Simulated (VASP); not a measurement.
# ZnO (P4_2/mnm) in VASP: notebook

The runs below take ZnO through single point, with r2SCAN, PBE.

All numbers are computed with VASP 6.6.1; they aren't measurements. Logs are shortened: lines on timing, memory, paths and dates and some standing lists are left out, and cuts for length are marked.

**1. The cell of the first run**

The structure is tetragonal, space group P4_2/mnm (No. 136). The conventional cell has a = 5.513 Å, b = 5.513 Å, c = 3.249 Å, α = 90.00°, β = 90.00°, γ = 90.00°. Zn (site symmetry m2m) has 4 O at 1.94 to 2.01 Å within 2.6 Å. O (site symmetry m2m) has 4 Zn at 1.94 to 2.01 Å within 2.6 Å.

**2. Single point, r2SCAN**

POSCAR

```
ZnO
1.0
    5.5131257219      0.0000000000      0.0000000000
    0.0000000000      5.5131257219      0.0000000000
    0.0000000000      0.0000000000      3.2487918667
Zn O
4 4
Direct
    0.1817941389      0.1817941389      0.5000000000
    0.8182058611      0.8182058611      0.5000000000
    0.6817941389      0.3182058611      0.0000000000
    0.3182058611      0.6817941389      0.0000000000
    0.8174782389      0.1825217611      0.5000000000
    0.1825217611      0.8174782389      0.5000000000
    0.6825217611      0.6825217611      0.0000000000
    0.3174782389      0.3174782389      0.0000000000
```

INCAR.step1

```
SYSTEM = ZnO
PREC = Accurate
ENCUT = 520
ISMEAR = -1
SIGMA = 0.02
LREAL = .FALSE.
LASPH = .TRUE.
NELM = 80
NBANDS = 46
GGA = PE
ALGO = Normal
EDIFF = 1E-4
LWAVE = .TRUE.
LCHARG = .FALSE.
```

INCAR.step2

```
SYSTEM = ZnO
PREC = Accurate
ENCUT = 520
EDIFF = 1E-6
ISMEAR = -1
SIGMA = 0.02
LREAL = .FALSE.
LASPH = .TRUE.
NELM = 80
ALGO = Normal
ISIF = 2
LWAVE = .FALSE.
LCHARG = .FALSE.
METAGGA = R2SCAN
LMIXTAU = .TRUE.
NBANDS = 46
ISTART = 1
```

KPOINTS

```
Automatic mesh
0
G
  4 4 8
  0 0 0
```

Potentials or basis: VASP PAW PBE potentials, release 64 (Zn, O).

Started as:

```console
> cat potpaw_PBE.64/Zn/POTCAR potpaw_PBE.64/O/POTCAR > POTCAR
> cp INCAR.step1 INCAR
> mpirun -np 1 vasp_std > vasp.out
> cp INCAR.step2 INCAR
> mpirun -np 1 vasp_std > vasp.out
```

OUTCAR:

```text
SYSTEM = ZnO
   PREC = Accurate
   ENCUT = 520
   EDIFF = 1E-6
   ISMEAR = -1
   LREAL = .FALSE.
   LASPH = .TRUE.
   NELM = 80
   ISIF = 2
   METAGGA = R2SCAN
   ISTART = 1

 ion  position               nearest neighbor table
   1  0.182  0.182  0.500-   8 1.94   8 1.94   5 2.01   6 2.01   2 2.83
   2  0.818  0.818  0.500-   7 1.94   7 1.94   5 2.01   6 2.01   1 2.83
   3  0.682  0.318  0.000-   5 1.94   5 1.94   8 2.01   7 2.01   4 2.83
   4  0.318  0.682  0.000-   6 1.94   6 1.94   8 2.01   7 2.01   3 2.83
   5  0.817  0.183  0.500-   3 1.94   3 1.94   1 2.01   2 2.01
   6  0.183  0.817  0.500-   4 1.94   4 1.94   1 2.01   2 2.01
   7  0.683  0.683  0.000-   2 1.94   2 1.94   4 2.01   3 2.01
   8  0.317  0.317  0.000-   1 1.94   1 1.94   4 2.01   3 2.01

  LATTYP: Found a simple tetragonal cell.
 ALAT       =     5.5131257219
 C/A-ratio  =     0.5892831092

  Lattice vectors:

 A1 = (   5.5131257219,   0.0000000000,   0.0000000000)
 A2 = (   0.0000000000,   5.5131257219,   0.0000000000)
 A3 = (   0.0000000000,   0.0000000000,   3.2487918667)

Analysis of symmetry for initial positions (statically):
=====================================================================
 Subroutine PRICEL returns:
 Original cell was already a primitive cell.

 Routine SETGRP: Setting up the symmetry group for a
 simple tetragonal supercell.

 Subroutine GETGRP returns: Found 16 space group operations
 (whereof  8 operations were pure point group operations)
 out of a pool of 16 trial point group operations.

The static configuration has the point symmetry D_2h.
 The point group associated with its full space group is D_4h.

Analysis of symmetry for dynamics (positions and initial velocities):
=====================================================================
 Subroutine PRICEL returns:
 Original cell was already a primitive cell.

 Routine SETGRP: Setting up the symmetry group for a
 simple tetragonal supercell.

 Subroutine GETGRP returns: Found 16 space group operations
 (whereof  8 operations were pure point group operations)
 out of a pool of 16 trial point group operations.

The dynamic configuration has the point symmetry D_2h.
 The point group associated with its full space group is D_4h.

 Subroutine INISYM returns: Found 16 space group operations
 (whereof  8 operations are pure point group operations),
 and found     1 'primitive' translations

----------------------------------------------------------------------------------------

[... 105 lines left out ...]
   LREAL  =      F    real-space projection
   EDIFFG = 0.1E-04   stopping-criterion for IOM
   NSW    =      0    number of steps for IOM
   IBRION =     -1    ionic relax: 0-MD 1-quasi-New 2-CG
   NFREE  =      0    steps in history (QN), initial steepest desc. (CG)
   ISIF   =      2    stress and relaxation
   ISYM   =      2    0-nonsym 1-usesym 2-fastsym
   POTIM  = 0.5000    time-step for ionic-motion
   TEBEG  =    0.0;   TEEND  =   0.0 temperature during run
   PSTRESS=    0.0 pullay stress
   NELECT =      72.0000    total number of electrons
   NUPDOWN=      -1.0000    fix difference up-down
   EMIN   =  10.00;   EMAX   =-10.00  energy-range for DOS
   EFERMI =   0.00;   METHOD = LEGACY
   ISMEAR =    -1;   SIGMA  =   0.02  broadening in eV -4-tet -1-fermi 0-gaus
   EFERMI_NEDOS =   21; number of points for ismear=-14 and -15
   IALGO  =     38    algorithm
   IMIX   =      4    mixing-type and parameters
     AMIX     =   0.40;   BMIX     =  1.00
     AMIX_MAG =   1.60;   BMIX_MAG =  1.00
  volume/ion in A,a.u.               =      12.34        83.30
  Fermi-wavevector in a.u.,A,eV,Ry     =   1.473487  2.784487 29.540496  2.171165
  Thomas-Fermi vector in A             =   2.588375
   LORBIT       =      0    0 simple, 1 ext, 2 COOP (PROOUT), +10 PAW based schemes
   METAGGA = R2SCAN    functional components
   LHFCALC =     F    Hartree Fock is set to
   AEXX    =    0.0000 exact exchange contribution
   IVDW    =     0    specifies the selected vdW correction
   LEPSILON=     F    determine dielectric tensor
   LRPA    =     F    only Hartree local field effects (RPA)
 non-spin polarized calculation
  energy-cutoff  :      520.00
  volume of cell :       98.75
 maximum number of plane-waves:      2684
 NGX is ok and might be reduce to    42
   NGX = 21   NGY = 21   NGZ = 13

 number of electron      71.9999997 magnetization

 Free energy of the ion-electron system (eV)
  ---------------------------------------------------
  ext. energy  EPLUGINS =         0.00000000
  ---------------------------------------------------
  free energy    TOTEN  =       -72.37184115 eV

  energy without entropy =      -72.37184115  energy(sigma->0) =      -72.37184115

 E-fermi :   1.0807     XC(G=0): -11.3879

 val. band max:        0.7010598816   @ k =   0.0000   0.0000   0.0000
 cond. band min:       1.9058224222   @ k =   0.0000   0.0000   0.0000
 fundamental gap:      1.2047625406
 Fermi energy:         1.0807276560

 k-point     1 :       0.0000    0.0000    0.0000
  band No.  band energies     occupation
      1     -18.4665      2.00000
      2     -17.7806      2.00000
      3     -17.7806      2.00000
      4     -17.6980      2.00000
      5      -5.7484      2.00000
      6      -5.5543      2.00000
[... 1165 lines left out ...]
     45      11.8365      0.00000
     46      11.8365      0.00000

 [... further k-points ...]
[... 5 lines left out ...]
  --------------------------------------------------------------------------------------
  -------------------------------------------------------------------------------------
  Total        0.5490084      0.5490084      0.7441946      0.0000000      0.0000000      0.0000000
  in kB        8.9078296      8.9078296     12.0747852      0.0000000      0.0000000      0.0000000
  external PRESSURE =       9.9634815 kB  Pullay stress =       0.0000000 kB

 VOLUME and BASIS-vectors are now :
 -----------------------------------------------------------------------------
  energy-cutoff  :      520.00
  volume of cell :       98.75
      direct lattice vectors                 reciprocal lattice vectors
     5.513125722  0.000000000  0.000000000     0.181385307  0.000000000  0.000000000
     0.000000000  5.513125722  0.000000000     0.000000000  0.181385307  0.000000000
     0.000000000  0.000000000  3.248791867     0.000000000  0.000000000  0.307806730

 POSITION                                       TOTAL-FORCE (eV/Angst)
 -----------------------------------------------------------------------------------
      1.00225      1.00225      1.62440        -0.024834     -0.024834     -0.000000
      4.51087      4.51087      1.62440         0.024834      0.024834      0.000000
      3.75882      1.75431      0.00000        -0.024834      0.024834      0.000000
      1.75431      3.75882      0.00000         0.024834     -0.024834     -0.000000
      4.50686      1.00627      1.62440        -0.006513      0.006513      0.000000
      1.00627      4.50686      1.62440         0.006513     -0.006513     -0.000000
      3.76283      3.76283      0.00000         0.006513      0.006513      0.000000
      1.75030      1.75030      0.00000        -0.006513     -0.006513     -0.000000
 -----------------------------------------------------------------------------------
    total drift:                                0.000000      0.000000     -0.000000

  FREE ENERGIE OF THE ION-ELECTRON SYSTEM (eV)
  ---------------------------------------------------
  free  energy   TOTEN  =       -72.3718411451 eV

  energy  without entropy=      -72.3718411451  energy(sigma->0) =      -72.37184115
```

Wall time 8.8 min (1 thread of Intel Xeon 8259CL, shared host); peak memory 0.27 GiB.

Results:

```yaml
Free_energy: -72.3718 eV
Pressure: 1.0 GPa
Largest_force: 0.035 eV/Å
Band_gap_on_the_k_mesh: 1.20 eV
```

Forces in eV/Å, atoms in the order of the input:
```
Zn  -0.025 -0.025  0.000
Zn   0.025  0.025  0.000
Zn  -0.025  0.025  0.000
Zn   0.025 -0.025  0.000
O   -0.007  0.007  0.000
O    0.007 -0.007  0.000
O    0.007  0.007  0.000
O   -0.007 -0.007  0.000
```

Stress tensor (GPa, compression positive):
```
0.89 0.00 0.00
0.00 0.89 0.00
0.00 0.00 1.21
```

Caveat: the PAW data sets were made with another functional, which shifts forces and pressure a little.

**3. Single point, PBE**

INCAR

```
SYSTEM = ZnO
ALGO     = Normal         ! electronic algorithm
EDIFF    = 1E-6           ! SCF threshold, eV
ENCUT    = 520            ! plane-wave cutoff, eV
GGA      = PE             ! functional
ISIF     = 2              ! what is computed and relaxed
ISMEAR   = -1             ! smearing method
LASPH    = .True.         ! aspherical terms in the spheres
LCHARG   = .False.        ! write CHGCAR
LREAL    = .False.        ! projectors in reciprocal space
LWAVE    = .False.        ! write WAVECAR
NBANDS   = 46             ! bands
NELM     = 80             ! most SCF steps
PREC     = Accurate       ! precision mode
SIGMA    = 0.02           ! smearing width, eV
```

KPOINTS

```
k-points
0
Gamma
  6 6 8
  0 0 0
```

POSCAR is that of step 2.

Potentials or basis: VASP PAW PBE potentials, release 64 (Zn, O).

Started as:

```console
> cat potpaw_PBE.64/Zn/POTCAR potpaw_PBE.64/O/POTCAR > POTCAR
> mpirun -np 1 vasp_std > vasp.out
```

Run time: 5.5 min. Hardware: 1 thread of Intel Xeon 8259CL, shared host; peak memory 0.3 GiB.

The run converged. Its results:

* Free energy: -35.4322 eV
* Pressure: 6.8 GPa
* Largest force: 0.045 eV/Å
* Band gap on the k mesh: 0.80 eV

Forces on the atoms (eV/Å):
```
Zn   0.032  0.032  0.000
Zn  -0.032 -0.032  0.000
Zn   0.032 -0.032  0.000
Zn  -0.032  0.032  0.000
O   -0.012  0.012  0.000
O    0.012 -0.012  0.000
O    0.012  0.012  0.000
O   -0.012 -0.012  0.000
```

Stress tensor (GPa, compression positive):
```
6.56 0.00 0.00
0.00 6.56 0.00
0.00 0.00 7.18
```

Levels at points of the mesh, in eV from the valence-band top:
```tsv
k point	band 34	band 35	band 36	band 37	band 38	band 39
(0.00, 0.00, 0.00)	-0.19	-0.19	0.00	0.80	5.28	5.28
(0.50, 0.00, 0.00)	-0.50	-0.43	-0.43	3.22	3.22	6.13
(0.50, 0.50, 0.00)	-0.87	-0.77	-0.77	4.29	4.29	4.67
(0.00, 0.00, 0.50)	-1.81	-1.32	-1.32	5.86	5.86	8.01
(0.50, 0.00, 0.50)	-1.59	-1.06	-1.06	5.95	5.95	6.80
(0.50, 0.50, 0.50)	-1.38	-1.35	-1.35	5.53	5.53	5.97
```

Caveat: the cell stands under pressure.
